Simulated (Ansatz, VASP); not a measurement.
## One calculation of Na, two programs

```
Na
1.0
     0.00000    3.79180    3.79180
     3.79180    0.00000    3.79180
     3.79180    3.79180    0.00000
Na
2
Direct
  0.50000 0.50000 0.50000
  0.75000 0.75000 0.75000
```

Alike in both runs: functional PBE; k mesh 14 × 14 × 14; occupations gaussian, width 0.1 eV; no spin polarisation.

Ansatz relaxed the structure, and its values are those at the end. VASP's run is a single point on that final structure, the one shown.

|  | VASP | Ansatz |
| --- | --- | --- |
| version | VASP 6.6.1 | Ansatz 0.2.0 |
| potentials or method | VASP PAW PBE potentials, release 64 (Na_pv), cutoff 520 eV | scalar-relativistic, plane waves, PAW |
| valence electrons in the cell | 14 | 18 |

|  | VASP | Ansatz | Ansatz less VASP |
| --- | --- | --- | --- |
| gap on the k mesh at the Fermi level (eV) | none | none | - |
| pressure (GPa) | 0.0 | 0.0 | -0.01 |

A gap of «none» marks a metal or a gap that the smearing closes. The functional is the same, so the differences come from potentials, cutoffs and numerics. VASP's potentials hold 14 valence electrons a cell and Ansatz's 18, so a difference there can come from the potentials and not from the codes.
